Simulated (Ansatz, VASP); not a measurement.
**Ga: VASP beside Ansatz**

The input INCAR:

```
PREC = Accurate
ENCUT = 520
EDIFF = 1E-6
ISMEAR = -1
SIGMA = 0.1
LREAL = False
LASPH = True
NELM = 60
ALGO = Normal
ISIF = 2
LWAVE = False
LCHARG = False
GGA = B5
ALDAX = 1.0
AGGAX = 1.0
AGGAC = 1.0
ALDAC = 0.0
NBANDS = 12
```

KPOINTS

```
regular mesh
0
Gamma
  13 13 13
```

Contents of POSCAR:

```
Ga
1.0
    2.7533174120      0.0000000000      0.0000000000
    0.0000000000      2.7533174120      0.0000000000
    0.0000000000      0.0000000000      2.7533174120
Ga
1
Direct
    0.0000000000      0.0000000000      0.0000000000
```

Input for Ansatz:

```yaml
crystal:
  lattice:
    - [2.753317412, 0.0, 0.0]
    - [0.0, 2.753317412, 0.0]
    - [0.0, 0.0, 2.753317412]
  atoms:
    - { symbol: Ga, position: [0.0, 0.0, 0.0] }
hamiltonian:
  xc: blyp
  pseudopotentials:
    kind: paw
    azcp:
      Ga: "pseudopotentials/Ga.paw.azcp"
basis:
  ecutwfc: 420
  fft_grid_basis: typed
kpoints:
  mp_grid: { grid: [13, 13, 13], shift: [0, 0, 0] }
magnetization:
  spin_polarized: false
scf:
  occupations: { method: fermi_dirac, width: 0.1 }
  lower_state_search: "off"
output:
  stress: true
```

Alike in both runs: task single point; functional BLYP; k mesh 13 × 13 × 13; occupations fermi-dirac, width 0.1 eV; no spin polarisation.

```csv
,VASP,Ansatz
version,VASP 6.6.1,Ansatz 0.2.0
potentials or method,"VASP PAW PBE potentials, release 64 (Ga_d), cutoff 520 eV","plane waves (420 eV) with PAW, scalar-relativistic"
valence electrons in the cell,13,13
```

```csv
,VASP,Ansatz,Ansatz less VASP
pressure (GPa),2.9,2.9,+0.08
```

VASP's potentials were made for PBE, not for BLYP. The functional is the same, so the differences come from potentials, cutoffs and numerics.
